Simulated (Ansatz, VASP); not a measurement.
BaTe in VASP and in Ansatz

```
Ba Te
1.0
     4.26247    0.00000    0.00000
     0.00000    4.26247    0.00000
     0.00000    0.00000    4.47559
Ba Te
1 1
Direct
  0.00000 0.00000 0.00000
  0.50000 0.50000 0.50000
```

Change from the starting cell: strain +0.000 along x and y, +0.050 along z, atoms carried along.

Alike in both runs: task single point; functional LDA; k mesh 6 × 6 × 6; occupations gaussian, width 0.05 eV; no spin polarisation.

|  | VASP | Ansatz |
| --- | --- | --- |
| version | VASP 6.6.1 | Ansatz 0.2.0 |
| potentials or method | VASP PAW LDA potentials, release 64 (Ba_sv, Te), cutoff 520 eV | scalar-relativistic, plane waves, PAW |
| valence electrons in the cell | 16 | 26 |

Ansatz gave:

| Quantity | Value |
| --- | --- |
| gap on the k mesh at the Fermi level (eV) | 0.67 |
| least direct gap on the mesh (eV) | 0.76 |
| pressure (GPa) | -4.4 |
| traceless stress, the component that is largest in VASP (GPa) | -2.17 |

What did VASP give for the same quantities?

gap on the k mesh at the Fermi level (eV): 0.58; least direct gap on the mesh (eV): 0.67; pressure (GPa): -4.0; traceless stress, the component that is largest in VASP (GPa): -2.18.

LDA's correlation is that of Perdew and Zunger in VASP and of Perdew and Wang (1992) in Ansatz. VASP's potentials hold 16 valence electrons a cell and Ansatz's 26, so a difference there can come from the potentials and not from the codes.

Spin-orbit coupling is off throughout.
